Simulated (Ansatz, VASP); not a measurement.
# C: VASP beside Ansatz

INCAR

```
PREC     = Accurate       # precision mode
ENCUT    = 600            # plane-wave cutoff, eV
EDIFF    = 1E-6           # SCF threshold, eV
ISMEAR   = 0              # smearing method
SIGMA    = 0.1            # smearing width, eV
LREAL    = F              # projectors in reciprocal space
LASPH    = T              # aspherical terms in the spheres
NELM     = 100            # most SCF steps
ALGO     = Normal         # electronic algorithm
ISIF     = 3              # what is computed and relaxed
LWAVE    = F              # write WAVECAR
LCHARG   = F              # write CHGCAR
GGA      = PE             # functional
IBRION   = 2              # ionic algorithm
NSW      = 100            # ionic steps
EDIFFG   = -0.01          # ionic threshold
```

Contents of KPOINTS:

```
regular mesh
0
Gamma
  24 24 12
```

The input POSCAR:

```
C
1.0
    2.4664962761      0.0000000000      0.0000000000
   -1.2332481380      2.1360484335      0.0000000000
    0.0000000000      0.0000000000      4.4239407652
C
2
Direct
    0.3333333333      0.6666666667      0.5000000000
    0.6666666667      0.3333333333      0.5000000000
```

Input for Ansatz:

```yaml
crystal:
  lattice:
    - [2.4664962761, 0.0, 0.0]
    - [-1.233248138, 2.1360484335, 0.0]
    - [0.0, 0.0, 4.4239407652]
  atoms:
    - { symbol: C, position: [0.3333333333, 0.6666666667, 0.5] }
    - { symbol: C, position: [0.6666666667, 0.3333333333, 0.5] }
basis:
  ecutwfc: 420
kpoints:
  mp_grid: { grid: [24, 24, 12] }
hamiltonian:
  xc: pbe
scf:
  occupations: { method: gaussian, width: 0.1 }
output:
  forces: true
  stress: true
  eigenvalues: true
  write_density: true
  write_potential: true
  elf: true
  volumetric_format: npy
relax:
  adjacent_minimum: "off"
  f_tol: 0.01
  max_steps: 80
  cell: { stress_tol: 0.05 }
```

Alike in both runs: task relaxation of cell and atoms; functional PBE; k mesh 24 × 24 × 12; occupations gaussian, width 0.1 eV; no spin polarisation.

```csv
,VASP,Ansatz
version,VASP 6.6.1,Ansatz 0.2.0
potentials or method,"VASP PAW PBE potentials, release 64 (C), cutoff 600 eV","scalar-relativistic, plane waves, PAW"
valence electrons in the cell,8,8
```

|  | VASP | Ansatz | Ansatz less VASP |
| --- | --- | --- | --- |
| gap on the k mesh at the Fermi level, each at its own relaxed structure (eV) | none | none | - |
| relaxed volume (Å³/atom) | 10.95 | 11.65 | +0.699 |
| relaxed cell length with the largest relative difference (Å) | 4.157 | 4.424 | +0.2670 |

A gap of «none» marks a metal or a gap that the smearing closes. One of these differences is far larger than is usual between the two programs; its cause wasn't traced.
